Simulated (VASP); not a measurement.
**GaP: single point with PBE**

Crystal: GaP.

```xyz
4
Lattice="2.1246 1.2267 6.2395 -2.1246 1.2267 6.2395 0.0000 -2.4533 6.2395" Properties=species:S:1:pos:R:3 pbc="T T T"
Ga    0.0000    0.0000    8.1535
Ga    0.0000    0.0000   10.5650
P     0.0000    0.0000    1.0765
P     0.0000    0.0000   17.6420
```

This cell differs from its parent crystal: volume 24.392 Å^3 an atom, c/a of the conventional cell 4.4051.

| Quantity | Value |
| --- | --- |
| Program | VASP 6.6.1 |
| Task | single point |
| Functional | PBE |
| Potentials or basis | VASP PAW PBE potentials, release 64 (Ga_d, P) |
| Cutoff | 520 eV |
| k mesh | 9 × 9 × 9 |
| Occupations | gaussian, width 0.05 eV |
| Spin | no spin polarisation |

| Quantity | Value |
| --- | --- |
| Pressure | -5.2 GPa |
| Largest force | 0.910 eV/Å |
| Band gap on the k mesh | zero (band 18 reaches 3.35 eV, above the bottom of band 19 at 3.25 eV) |

Forces on the atoms (eV/Å):
```
Ga   0.000  0.000 -0.759
Ga   0.000  0.000  0.759
P    0.000  0.000  0.910
P    0.000  0.000 -0.910
```

Stress tensor (GPa, compression positive):
```
-9.94  0.00  0.00
 0.00 -9.94  0.00
 0.00  0.00  4.25
```

Levels at points of the mesh, in eV from the Fermi level:
```
           k point  band 14  band 15  band 16  band 17  band 18  band 19  band 20  band 21  band 22  band 23
(0.00, 0.00, 0.00)    -2.07    -2.07    -0.67     0.06     0.06     0.31     0.53     3.07     3.07     3.81
```

Wall time 3.7 min on 1 thread of AMD EPYC 9R45 96-Core Processor (Zen 5) (shared host), peak memory 0.42 GiB.
